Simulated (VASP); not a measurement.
# W2C5F (P4/mmm) in VASP: a series of runs, part 2 of 2

VASP 6.6.1. The steps go on from the part before.

## Step 4: Single point, PBE

Input file INCAR:

```
ALGO = Normal
EDIFF = 1E-7
ENCUT = 520
GGA = PE
ISIF = 2
ISMEAR = 0
LASPH = T
LCHARG = T
LELF = T
LREAL = F
LVHAR = T
LWAVE = F
NBANDS = 38
NELM = 100
PREC = Accurate
SIGMA = 0.1
```

Input file KPOINTS:

```
k-points
0
Gamma
  6 6 4
```

Input file POSCAR:

```
W2C5F
1.0
    3.1333727878      0.0000000000      0.0000000000
    0.0000000000      3.1333727878      0.0000000000
    0.0000000000      0.0000000000      7.0854676189
W C F
2 5 1
Direct
    0.0000000000      0.0000000000      0.0000000000
    0.5000000000      0.5000000000      0.5000000000
    0.0000000000      0.5000000000      0.2528147713
    0.5000000000      0.0000000000      0.7471852287
    0.5000000000      0.0000000000      0.2528147713
    0.0000000000      0.5000000000      0.7471852287
    0.5000000000      0.5000000000      0.0000000000
    0.0000000000      0.0000000000      0.5000000000
```

Potentials or basis: VASP PAW PBE potentials, release 64 (W_sv, C, F).

Run with:

```bash
> cat potpaw_PBE.64/W_sv/POTCAR potpaw_PBE.64/C/POTCAR potpaw_PBE.64/F/POTCAR > POTCAR
> mpirun -np 1 vasp_std > vasp.out
```

OUTCAR:

```text
EDIFF = 1E-7
   ENCUT = 520
   GGA = PE
   ISIF = 2
   ISMEAR = 0
   LASPH = T
   LREAL = F
   NELM = 100
   PREC = Accurate

 ion  position               nearest neighbor table
   1  0.000  0.000  0.000-   7 2.22   7 2.22   7 2.22   7 2.22   3 2.38   3 2.38   6 2.38   4 2.38
                             4 2.38   5 2.38   5 2.38   6 2.38
   2  0.500  0.500  0.500-   8 2.22   8 2.22   8 2.22   8 2.22   3 2.35   4 2.35   5 2.35   4 2.35
                             3 2.35   6 2.35   5 2.35   6 2.35
   3  0.000  0.500  0.253-   2 2.35   2 2.35   1 2.38   1 2.38
   4  0.500  0.000  0.747-   2 2.35   2 2.35   1 2.38   1 2.38
   5  0.500  0.000  0.253-   2 2.35   2 2.35   1 2.38   1 2.38
   6  0.000  0.500  0.747-   2 2.35   2 2.35   1 2.38   1 2.38
   7  0.500  0.500  0.000-   1 2.22   1 2.22   1 2.22   1 2.22
   8  0.000  0.000  0.500-   2 2.22   2 2.22   2 2.22   2 2.22

  LATTYP: Found a simple tetragonal cell.
 ALAT       =     3.1333727878
 C/A-ratio  =     2.2612909790

  Lattice vectors:

 A1 = (   3.1333727878,   0.0000000000,   0.0000000000)
 A2 = (   0.0000000000,   3.1333727878,   0.0000000000)
 A3 = (   0.0000000000,   0.0000000000,   7.0854676189)

Analysis of symmetry for initial positions (statically):
=====================================================================
 Subroutine PRICEL returns:
 Original cell was already a primitive cell.

 Routine SETGRP: Setting up the symmetry group for a
 simple tetragonal supercell.

 Subroutine GETGRP returns: Found 16 space group operations
 (whereof 16 operations were pure point group operations)
 out of a pool of 16 trial point group operations.

The static configuration has the point symmetry D_4h.

Analysis of symmetry for dynamics (positions and initial velocities):
=====================================================================
 Subroutine PRICEL returns:
 Original cell was already a primitive cell.

 Routine SETGRP: Setting up the symmetry group for a
 simple tetragonal supercell.

 Subroutine GETGRP returns: Found 16 space group operations
 (whereof 16 operations were pure point group operations)
 out of a pool of 16 trial point group operations.

The dynamic configuration has the point symmetry D_4h.

 Subroutine INISYM returns: Found 16 space group operations
 (whereof 16 operations are pure point group operations),
 and found     1 'primitive' translations

----------------------------------------------------------------------------------------

                                     Primitive cell

  volume of cell :      69.5653

  direct lattice vectors                    reciprocal lattice vectors
     3.133372788  0.000000000  0.000000000     0.319144918  0.000000000  0.000000000
     0.000000000  3.133372788  0.000000000     0.000000000  0.319144918  0.000000000
     0.000000000  0.000000000  7.085467619     0.000000000  0.000000000  0.141133945

  length of vectors
     3.133372788  3.133372788  7.085467619     0.319144918  0.319144918  0.141133945

  position of ions in fractional coordinates (direct lattice)
     0.000000000  0.000000000  0.000000000
     0.500000000  0.500000000  0.500000000
[... 49 lines left out ...]
  0.500000  0.000000  0.000000      2.000000
  0.166667  0.166667  0.000000      4.000000
  0.333333  0.166667  0.000000      8.000000
[... 16 lines left out ...]
  0.333333  0.000000  0.500000      4.000000
  0.500000  0.000000  0.500000      2.000000
 [... further k-points ...]
   k-points           NKPTS =     30   k-points in BZ     NKDIM =     30   number of bands    NBANDS=     38
   number of dos      NEDOS =    301   number of ions     NIONS =      8
   total plane-waves  NPLWV =  31104
   dimension x,y,z NGX =    24 NGY =   24 NGZ =   54
   dimension x,y,z NGXF=    48 NGYF=   48 NGZF=  108
   ions per type =               2   5   1
   NGX,Y,Z   is equivalent  to a cutoff of  12.73, 12.73, 12.67 a.u.
   NGXF,Y,Z  is equivalent  to a cutoff of  25.47, 25.47, 25.34 a.u.
 SYSTEM =  unknown system
   PREC   = accura    normal or accurate (medium, high low for compatibility)
   ISTART =      0    job   : 0-new  1-cont  2-samecut
   ICHARG =      2    charge: 1-file 2-atom 10-const
   ISPIN  =      1    spin polarized calculation?
   LNONCOLLINEAR =      F non collinear calculations
   LSORBIT =      F    spin-orbit coupling
   LASPH  =      T    aspherical Exc in radial PAW
   ENCUT  =  520.0 eV  38.22 Ry    6.18 a.u.   5.83  5.83 13.17*2*pi/ulx,y,z
   NELM   =    100;   NELMIN=  2; NELMDL= -5     # of ELM steps
   EDIFF  = 0.1E-06   stopping-criterion for ELM
   LREAL  =      F    real-space projection
   EDIFFG = 0.1E-05   stopping-criterion for IOM
   NSW    =      0    number of steps for IOM
   IBRION =     -1    ionic relax: 0-MD 1-quasi-New 2-CG
   NFREE  =      0    steps in history (QN), initial steepest desc. (CG)
   ISIF   =      2    stress and relaxation
   ISYM   =      2    0-nonsym 1-usesym 2-fastsym
   POTIM  = 0.5000    time-step for ionic-motion
   TEBEG  =    0.0;   TEEND  =   0.0 temperature during run
   PSTRESS=    0.0 pullay stress
   NELECT =      55.0000    total number of electrons
   NUPDOWN=      -1.0000    fix difference up-down
   EMIN   =  10.00;   EMAX   =-10.00  energy-range for DOS
   EFERMI =   0.00;   METHOD = LEGACY
   ISMEAR =     0;   SIGMA  =   0.10  broadening in eV -4-tet -1-fermi 0-gaus
   EFERMI_NEDOS =   21; number of points for ismear=-14 and -15
   IALGO  =     38    algorithm
   IMIX   =      4    mixing-type and parameters
     AMIX     =   0.40;   BMIX     =  1.00
     AMIX_MAG =   1.60;   BMIX_MAG =  1.00
  volume/ion in A,a.u.               =       8.70        58.68
  Fermi-wavevector in a.u.,A,eV,Ry     =   1.513787  2.860643 31.178456  2.291552
  Thomas-Fermi vector in A             =   2.623532
   LORBIT       =      0    0 simple, 1 ext, 2 COOP (PROOUT), +10 PAW based schemes
   GGA     = PE    functional components
   LHFCALC =     F    Hartree Fock is set to
   AEXX    =    0.0000 exact exchange contribution
   IVDW    =     0    specifies the selected vdW correction
   LEPSILON=     F    determine dielectric tensor
   LRPA    =     F    only Hartree local field effects (RPA)
 non-spin polarized calculation
 Gauss-broadening in eV      SIGMA  =   0.10
  energy-cutoff  :      520.00
  volume of cell :       69.57
 maximum number of plane-waves:      1892
 NGX is ok and might be reduce to    24
   NGX = 11   NGY = 11   NGZ = 27

 number of electron      54.9999999 magnetization

 Free energy of the ion-electron system (eV)
  ---------------------------------------------------
  ext. energy  EPLUGINS =         0.00000000
  ---------------------------------------------------
  free energy    TOTEN  =       -59.34007485 eV

  energy without entropy =      -59.32410007  energy(sigma->0) =      -59.33208746

 E-fermi :  10.2100     XC(G=0): -13.4044

 val. band max:       10.1671714700   @ k =   0.1667   0.0000   0.2500
 cond. band min:      10.2511081865   @ k =   0.0000   0.0000   0.0000
 fundamental gap:      0.0839367165
 Fermi energy:        10.2099641723

 k-point     1 :       0.0000    0.0000    0.0000
  band No.  band energies     occupation
      1     -65.4661      2.00000
      2     -65.0409      2.00000
      3     -29.6242      2.00000
      4     -29.6242      2.00000
      5     -29.4486      2.00000
      6     -29.1684      2.00000
[... 973 lines left out ...]
     37      14.6745      0.00000
     38      14.9241      0.00000

 [... further k-points ...]

------------------------ aborting loop because EDIFF is reached ----------------------------------------

  FORCE on cell =-STRESS in cart. coord.  units (eV):
  Direction    XX          YY          ZZ          XY          YZ          ZX
  --------------------------------------------------------------------------------------
  -------------------------------------------------------------------------------------
  Total        0.4208171      0.4208171      0.2937955      0.0000000      0.0000000      0.0000000
  in kB        9.6919537      9.6919537      6.7664848      0.0000000      0.0000000      0.0000000
  external PRESSURE =       8.7167974 kB  Pullay stress =       0.0000000 kB

 VOLUME and BASIS-vectors are now :
 -----------------------------------------------------------------------------
  energy-cutoff  :      520.00
  volume of cell :       69.57
      direct lattice vectors                 reciprocal lattice vectors
     3.133372788  0.000000000  0.000000000     0.319144918  0.000000000  0.000000000
     0.000000000  3.133372788  0.000000000     0.000000000  0.319144918  0.000000000
     0.000000000  0.000000000  7.085467619     0.000000000  0.000000000  0.141133945

 POSITION                                       TOTAL-FORCE (eV/Angst)
 -----------------------------------------------------------------------------------
      0.00000      0.00000      0.00000         0.000000      0.000000      0.000000
      1.56669      1.56669      3.54273         0.000000      0.000000      0.000000
      0.00000      1.56669      1.79131         0.000000      0.000000     -0.001858
      1.56669      0.00000      5.29416         0.000000     -0.000000      0.001858
      1.56669      0.00000      1.79131         0.000000     -0.000000     -0.001858
      0.00000      1.56669      5.29416         0.000000      0.000000      0.001858
      1.56669      1.56669      0.00000         0.000000      0.000000      0.000000
      0.00000      0.00000      3.54273         0.000000      0.000000      0.000000
 -----------------------------------------------------------------------------------
    total drift:                                0.000000      0.000000     -0.000000

  FREE ENERGIE OF THE ION-ELECTRON SYSTEM (eV)
  ---------------------------------------------------
  free  energy   TOTEN  =       -59.3400748463 eV

  energy  without entropy=      -59.3241000660  energy(sigma->0) =      -59.33208746
```

Wall time 89 s (1 thread of Intel Xeon Platinum 8259CL at 2.50GHz (Skylake/Cascade Lake), shared host); peak memory 0.22 GiB.

Results:

```
Free energy : -59.3401 eV
Pressure    : 0.9 GPa
```

Caveat: spin-orbit coupling is left out, which moves the levels of the heavy elements; an odd number of electrons without spin polarisation forces a metal; a magnetic or distorted state may lie lower.

## Step 5: Overview

| cell | k mesh | gap on the mesh (eV) | pressure (GPa) |
| --- | --- | --- | --- |
| a = 3.155, b = 3.155, c = 6.995 Å, 8 atoms | 6 × 6 × 2 | none | 0.9 |
| a = 3.598, b = 3.598, c = 7.889 Å, 8 atoms | 6 × 6 × 2 | none | -44.9 |
| a = 3.133, b = 3.133, c = 7.085 Å, 8 atoms | 6 × 6 × 4 | none | 0.9 |

Alike in all rows: task single point; level PBE; potentials or basis VASP PAW PBE potentials, release 64 (W_sv, C, F); no spin polarisation; cutoff (eV) 520; smearing gaussian 0.1 eV.

Caveats: some runs use coarse meshes; spin-orbit coupling is left out, which moves the levels of the heavy elements; an odd number of electrons without spin polarisation forces a metal; a magnetic or distorted state may lie lower.

Absolute energies hang on the potentials; compare differences alone.
